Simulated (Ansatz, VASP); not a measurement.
## AlP7 in VASP and in Ansatz

```
CELL_PARAMETERS angstrom
5.42234 0.00000 0.00000
0.00000 5.42234 0.00000
0.00000 0.00000 5.42234
ATOMIC_POSITIONS crystal
Al 0.00000 0.00000 0.00000
P 0.26284 0.26284 0.26284
P 0.00000 0.50000 0.50000
P 0.50000 0.50000 0.00000
P 0.50000 0.00000 0.50000
P 0.73716 0.26284 0.73716
P 0.73716 0.73716 0.26284
P 0.26284 0.73716 0.73716
```

Change from the starting cell: species swapped into the Si7Ge type (P-43m, No. 215).

Alike in both runs: functional PBE; k mesh 8 × 8 × 8; occupations gaussian, width 0.1 eV; no spin polarisation.

Ansatz relaxed the structure, and its values are those at the end. VASP's run is a single point on that final structure, the one shown.

|  | VASP | Ansatz |
| --- | --- | --- |
| version | VASP 6.6.1 | Ansatz 0.2.0 |
| potentials or method | VASP PAW PBE potentials, release 64 (Al, P), cutoff 520 eV | scalar-relativistic, plane waves, PAW |
| valence electrons in the cell | 38 | 38 |

VASP gave:

```
gap on the k mesh at the Fermi level (eV) : none
pressure (GPa)                            : -0.1
rms of the force components (eV/Å)        : 0.004
```

Q: Which values does Ansatz return?

A: gap on the k mesh at the Fermi level (eV): none; pressure (GPa): 0.0; rms of the force components (eV/Å): 0.000.

A gap of «none» marks a metal or a gap that the smearing closes.
